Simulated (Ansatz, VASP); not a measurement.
# Two plane-wave programs on P

```
P
1.0
     4.81452   -2.40726    4.81474
    -2.40726   -4.81452   -4.81474
     2.40726    4.81452   -4.81474
P
19
Direct
  0.20209 0.79779 0.40391
  0.20440 0.56097 0.14343
  0.99560 0.73903 0.75657
  0.99791 0.50221 0.49609
  0.00262 0.24773 0.25489
  0.99791 0.00183 0.99571
  0.81755 0.95657 0.36097
  0.79388 0.69609 0.09817
  0.60000 0.89439 0.69439
  0.60000 0.65000 0.45000
  0.60000 0.40561 0.20561
  0.40612 0.60391 0.80183
  0.38245 0.34343 0.53903
  0.40612 0.10429 0.30221
  0.20209 0.29817 0.90429
  0.19738 0.05227 0.64511
  0.80716 0.45489 0.85227
  0.79388 0.19571 0.59779
  0.39284 0.84511 0.04773
```

Change from the starting cell: P vacancy after atom 19 has jumped, atoms relaxed.

Alike in both runs: functional PBE; dispersion D3(BJ); k mesh 4 × 4 × 4; occupations gaussian, width 0.1 eV; no spin polarisation.

Ansatz relaxed the structure, and its values are those at the end. VASP's run is a single point on that final structure, the one shown.

|  | VASP | Ansatz |
| --- | --- | --- |
| version | VASP 6.6.1 | Ansatz 0.2.0 |
| potentials or method | VASP PAW PBE potentials, release 64 (P), cutoff 520 eV | scalar-relativistic, plane waves, PAW |
| valence electrons in the cell | 95 | 95 |

```tsv
	VASP	Ansatz	Ansatz less VASP
gap on the k mesh at the Fermi level (eV)	none	none	-
pressure (GPa)	-0.3	0.0	+0.32
rms of the force components (eV/Å)	0.010	0.003	-0.0072
```

A gap of «none» marks a metal or a gap that the smearing closes. Ansatz's warnings: stress scf threshold loose.
